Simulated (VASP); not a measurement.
# Cl (P6_3/mmc) in VASP: notebook, part 2 of 3

VASP 6.6.1. Earlier steps stand in the parts before.

### 3 Single point, PBEsol

This run uses another cell than the first one, of 42.06 Å³/atom.

INCAR reads:

```
SYSTEM = Cl
  PREC = Accurate
  ENCUT = 520
  EDIFF = 1E-6
  ISMEAR = 0
  SIGMA = 0.1
  LREAL = .False.
  LASPH = .True.
  NELM = 60
  ALGO = Normal
  ISIF = 2
  LWAVE = .False.
  LCHARG = .False.
  GGA = PS
  NBANDS = 22
```

KPOINTS reads:

```
Automatic mesh
0
Gamma
  6 6 2
  0 0 0
```

POSCAR reads:

```
Cl
1.0
    4.4127217260      0.0000000000      0.0000000000
   -2.2063608630      3.8215291145      0.0000000000
    0.0000000000      0.0000000000      9.9769062808
Cl
4
Direct
    0.0000000000      0.0000000000      0.2500000000
    0.0000000000      0.0000000000      0.7500000000
    0.3333333333      0.6666666667      0.7500000000
    0.6666666667      0.3333333333      0.2500000000
```

Potentials or basis: VASP PAW PBE potentials, release 64 (Cl).

On the command line:

```sh
$ cat potpaw_PBE.64/Cl/POTCAR > POTCAR
$ mpirun -np 1 vasp_std > vasp.out
```

OUTCAR:

```text
SYSTEM = Cl
   PREC = Accurate
   ENCUT = 520
   EDIFF = 1E-6
   ISMEAR = 0
   LREAL = .False.
   LASPH = .True.
   NELM = 60
   ISIF = 2
   GGA = PS

 ion  position               nearest neighbor table
   1  0.000  0.000  0.250-   4 2.55   4 2.55   4 2.55
   2  0.000  0.000  0.750-   3 2.55   3 2.55   3 2.55
   3  0.333  0.667  0.750-   2 2.55   2 2.55   2 2.55
   4  0.667  0.333  0.250-   1 2.55   1 2.55   1 2.55

  LATTYP: Found a hexagonal cell.
 ALAT       =     4.4127217260
 C/A-ratio  =     2.2609416365

  Lattice vectors:

 A1 = (   4.4127217260,   0.0000000000,   0.0000000000)
 A2 = (  -2.2063608630,   3.8215291145,   0.0000000000)
 A3 = (   0.0000000000,   0.0000000000,   9.9769062808)

Analysis of symmetry for initial positions (statically):
=====================================================================
 Subroutine PRICEL returns:
 Original cell was already a primitive cell.

 Routine SETGRP: Setting up the symmetry group for a
 hexagonal supercell.

 Subroutine GETGRP returns: Found 24 space group operations
 (whereof 12 operations were pure point group operations)
 out of a pool of 24 trial point group operations.

The static configuration has the point symmetry D_3d.
 The point group associated with its full space group is D_6h.

Analysis of symmetry for dynamics (positions and initial velocities):
=====================================================================
 Subroutine PRICEL returns:
 Original cell was already a primitive cell.

 Routine SETGRP: Setting up the symmetry group for a
 hexagonal supercell.

 Subroutine GETGRP returns: Found 24 space group operations
 (whereof 12 operations were pure point group operations)
 out of a pool of 24 trial point group operations.

The dynamic configuration has the point symmetry D_3d.
 The point group associated with its full space group is D_6h.
[... 108 lines left out ...]
   EFERMI_NEDOS =   21; number of points for ismear=-14 and -15
   IALGO  =     38    algorithm
   IMIX   =      4    mixing-type and parameters
     AMIX     =   0.40;   BMIX     =  1.00
     AMIX_MAG =   1.60;   BMIX_MAG =  1.00
  volume/ion in A,a.u.               =      42.06       283.84
  Fermi-wavevector in a.u.,A,eV,Ry     =   0.900494  1.701687 11.032828  0.810890
  Thomas-Fermi vector in A             =   2.023459
   LORBIT       =      0    0 simple, 1 ext, 2 COOP (PROOUT), +10 PAW based schemes
   GGA     = PS    functional components
   LHFCALC =     F    Hartree Fock is set to
   AEXX    =    0.0000 exact exchange contribution
   IVDW    =     0    specifies the selected vdW correction
   LEPSILON=     F    determine dielectric tensor
   LRPA    =     F    only Hartree local field effects (RPA)
 non-spin polarized calculation
 Gauss-broadening in eV      SIGMA  =   0.10
  energy-cutoff  :      520.00
  volume of cell :      168.24
 maximum number of plane-waves:      4543
 NGX is ok and might be reduce to    36
   NGX = 17   NGY = 17   NGZ = 37

 number of electron      28.0000000 magnetization

 Free energy of the ion-electron system (eV)
  ---------------------------------------------------
  ext. energy  EPLUGINS =         0.00000000
  ---------------------------------------------------
  free energy    TOTEN  =        -5.88634153 eV

  energy without entropy =       -5.87509197  energy(sigma->0) =       -5.88071675

 E-fermi :  -2.5156     XC(G=0):  -6.0458

 val. band max:       -2.5542672489   @ k =   0.5000  -0.0000   0.0000
 cond. band min:      -2.3131075413   @ k =   0.1667   0.0000   0.0000
 fundamental gap:      0.2411597076
 Fermi energy:        -2.5156146766

 k-point     1 :       0.0000    0.0000    0.0000
  band No.  band energies     occupation
      1     -18.0818      2.00000
      2     -18.0758      2.00000
      3     -14.7785      2.00000
      4     -14.7768      2.00000
      5      -6.5352      2.00000
      6      -6.5352      2.00000
[... 339 lines left out ...]
     21       7.1427      0.00000
     22       7.1427      0.00000

------------------------ aborting loop because EDIFF is reached ----------------------------------------

  FORCE on cell =-STRESS in cart. coord.  units (eV):
  Direction    XX          YY          ZZ          XY          YZ          ZX
  --------------------------------------------------------------------------------------
  -------------------------------------------------------------------------------------
  Total       -0.2042165     -0.2042165     -0.0820216      0.0000000      0.0000000      0.0000000
  in kB       -1.9447414     -1.9447414     -0.7810869      0.0000000      0.0000000      0.0000000
  external PRESSURE =      -1.5568565 kB  Pullay stress =       0.0000000 kB

 VOLUME and BASIS-vectors are now :
 -----------------------------------------------------------------------------
  energy-cutoff  :      520.00
  volume of cell :      168.24
      direct lattice vectors                 reciprocal lattice vectors
     4.412721726  0.000000000  0.000000000     0.226617508  0.130837679  0.000000000
    -2.206360863  3.821529115  0.000000000     0.000000000  0.261675358  0.000000000
     0.000000000  0.000000000  9.976906281     0.000000000  0.000000000  0.100231472

 POSITION                                       TOTAL-FORCE (eV/Angst)
 -----------------------------------------------------------------------------------
      0.00000      0.00000      2.49423         0.000000     -0.000000     -0.000000
      0.00000      0.00000      7.48268         0.000000      0.000000     -0.000000
     -0.00000      2.54769      7.48268        -0.000000      0.000000     -0.000000
      2.20636      1.27384      2.49423         0.000000     -0.000000      0.000000
 -----------------------------------------------------------------------------------
    total drift:                               -0.000000      0.000000     -0.000000

  FREE ENERGIE OF THE ION-ELECTRON SYSTEM (eV)
  ---------------------------------------------------
  free  energy   TOTEN  =        -5.8863415328 eV

  energy  without entropy=       -5.8750919720  energy(sigma->0) =       -5.88071675
```

OSZICAR:

```text
N       E                     dE             d eps       ncg     rms          rms(c)
DAV:   1     0.212010074643E+03    0.21201E+03   -0.11273E+04   616   0.103E+03
DAV:   2     0.154916064658E+02   -0.19652E+03   -0.18956E+03   936   0.200E+02
DAV:   3    -0.573111028521E+01   -0.21223E+02   -0.21071E+02   754   0.757E+01
DAV:   4    -0.611252168019E+01   -0.38141E+00   -0.38104E+00   778   0.120E+01
DAV:   5    -0.612043314224E+01   -0.79115E-02   -0.79107E-02   780   0.174E+00    0.149E+01
DAV:   6    -0.595578863742E+01    0.16464E+00   -0.11039E-01   772   0.172E+00    0.927E+00
DAV:   7    -0.588831738206E+01    0.67471E-01   -0.22806E-01   736   0.246E+00    0.441E-01
DAV:   8    -0.588624758056E+01    0.20698E-02   -0.10579E-02   706   0.575E-01    0.910E-02
DAV:   9    -0.588629341691E+01   -0.45836E-04   -0.14192E-04   804   0.758E-02    0.276E-02
DAV:  10    -0.588633216867E+01   -0.38752E-04   -0.89835E-05   688   0.524E-02    0.102E-02
DAV:  11    -0.588634011858E+01   -0.79499E-05   -0.53721E-06   724   0.133E-02    0.463E-03
DAV:  12    -0.588634152861E+01   -0.14100E-05   -0.12329E-06   560   0.707E-03    0.852E-04
DAV:  13    -0.588634153279E+01   -0.41830E-08   -0.82363E-08   488   0.178E-03
   1 F= -.58863415E+01 E0= -.58807168E+01  d E =-.112496E-01
```

stdout:

```text
POSCAR found type information on POSCAR Cl
 POSCAR found :  1 types and       4 ions
 scaLAPACK will be used
 -----------------------------------------------------------------------------
|                                                                             |
|                                                                             |
|     You enforced a specific xc type in the INCAR file but a different       |
|     I HOPE YOU KNOW WHAT YOU ARE DOING!                                     |
|                                                                             |
 -----------------------------------------------------------------------------

 LDA part: xc-table for (Slater+PW92), standard interpolation
 POSCAR, INCAR and KPOINTS ok, starting setup
 FFT: planning ... GRIDC
 FFT: planning ... GRID_SOFT
 FFT: planning ... GRID
 WAVECAR not read
 entering main loop
```

It took 21 s on 1 thread of Intel Xeon 6975P-C (Granite Rapids), shared host; peak memory 0.29 GiB.

What came out:

```
Free energy            : -5.8863 eV
Pressure               : -0.2 GPa
Band gap on the k mesh : zero (bands 14 and 15 overlap by 0.10 eV)
```

Caveat: the PAW data sets were made with another functional, which shifts forces and pressure a little; this functional lacks dispersion, which binds the layers, so the pressure and a relaxed spacing across them are unreliable.

### 4 Relaxation of cell and atoms, PBEsol

INCAR reads:

```
SYSTEM = Cl
PREC     = Accurate       ! precision mode
ENCUT    = 600            ! plane-wave cutoff, eV
EDIFF    = 1E-6           ! SCF threshold, eV
ISMEAR   = 0              ! smearing method
SIGMA    = 0.1            ! smearing width, eV
LREAL    = .False.        ! projectors in reciprocal space
LASPH    = .True.         ! aspherical terms in the spheres
NELM     = 80             ! most SCF steps
ALGO     = Normal         ! electronic algorithm
ISIF     = 3              ! what is computed and relaxed
LWAVE    = .False.        ! write WAVECAR
LCHARG   = .False.        ! write CHGCAR
GGA      = PS             ! functional
IBRION   = 2              ! ionic algorithm
NSW      = 90             ! ionic steps
EDIFFG   = -0.04          ! ionic threshold
```

KPOINTS is that of step 3.

POSCAR reads:

```
Cl
1.0
    3.7325342936      0.0000000000      0.0000000000
   -1.8662671468      3.2324695188      0.0000000000
    0.0000000000      0.0000000000     10.1658454339
Cl
4
Direct
    0.0000000000      0.0000000000      0.2500000000
    0.0000000000      0.0000000000      0.7500000000
    0.3333333333      0.6666666667      0.7500000000
    0.6666666667      0.3333333333      0.2500000000
```

On the command line:

```sh
$ cat potpaw_PBE.64/Cl/POTCAR > POTCAR
$ mpirun -np 1 vasp_std > vasp.out
```

Run time: 75 s. Hardware: 1 thread of Intel Xeon 6975P-C (Granite Rapids), shared host; peak memory 0.26 GiB.

The run converged. Its results:

```yaml
Free_energy: -5.8748 eV
Relaxed_volume: 42.55 Å³/atom
Relaxed_cell: a = 4.398 Å, b = 4.398 Å, c = 10.162 Å, α = 90.00°, β = 90.00°, γ = 120.00°
Space_group_after_relaxing_to_0.1_Å: P6_3/mmc (No. 194)
Energy_gained_by_relaxing: 806.4 meV/atom
Ionic_steps: 5
Pressure_after_relaxing: 0.0 GPa
Band_gap_on_the_k_mesh: zero (bands 14 and 15 overlap by 0.12 eV)
```

Stress tensor (GPa, compression positive):
```
 0.07  0.00  0.00
 0.00  0.07  0.00
 0.00  0.00 -0.06
```

The path:
```
step  energy change (eV)  largest force (eV/Å)  pressure (GPa)  volume (Å³)
   1              0.0000                0.0000           19.72       122.65
   2             -2.8009                0.0000           -2.72       198.78
   3             -3.2229                0.0000            0.29       168.65
   4             -3.2251                0.0000           -0.15       171.24
   5             -3.2255                0.0000            0.03       170.19
```

Final structure:
```cif
data_structure
_symmetry_space_group_name_H-M 'P 1'
_symmetry_Int_Tables_number 1
_cell_length_a 4.3975
_cell_length_b 4.3975
_cell_length_c 10.1618
_cell_angle_alpha 90.000
_cell_angle_beta 90.000
_cell_angle_gamma 120.000
_cell_volume 170.19
loop_
_atom_site_label
_atom_site_type_symbol
_atom_site_fract_x
_atom_site_fract_y
_atom_site_fract_z
_atom_site_occupancy
Cl1 Cl 0.00000 0.00000 0.25000 1
Cl2 Cl 0.00000 0.00000 0.75000 1
Cl3 Cl 0.33333 0.66667 0.75000 1
Cl4 Cl 0.66667 0.33333 0.25000 1
```

Levels at points of the mesh, in eV from the Fermi level:
```
           k point  band 11  band 12  band 13  band 14  band 15  band 16  band 17  band 18
(0.00, 0.00, 0.00)    -0.21    -0.19    -0.16    -0.16    -0.15    -0.15     5.73     7.80
(0.50, 0.00, 0.00)    -1.25    -1.24    -0.04    -0.04     1.24     1.24     7.87     8.02
(0.00, 0.00, 0.50)    -0.20    -0.20    -0.16    -0.16    -0.16    -0.16     6.43     6.43
(0.50, 0.00, 0.50)    -1.25    -1.25    -0.04    -0.04     1.24     1.24     8.07     8.07
```

Caveat: the volume moved by over 15 % at a fixed basis, so the end points are rough; the PAW data sets were made with another functional, which shifts forces and pressure a little; this functional lacks dispersion, which binds the layers, so the pressure and a relaxed spacing across them are unreliable.

(Continued in part 3 of 3.)
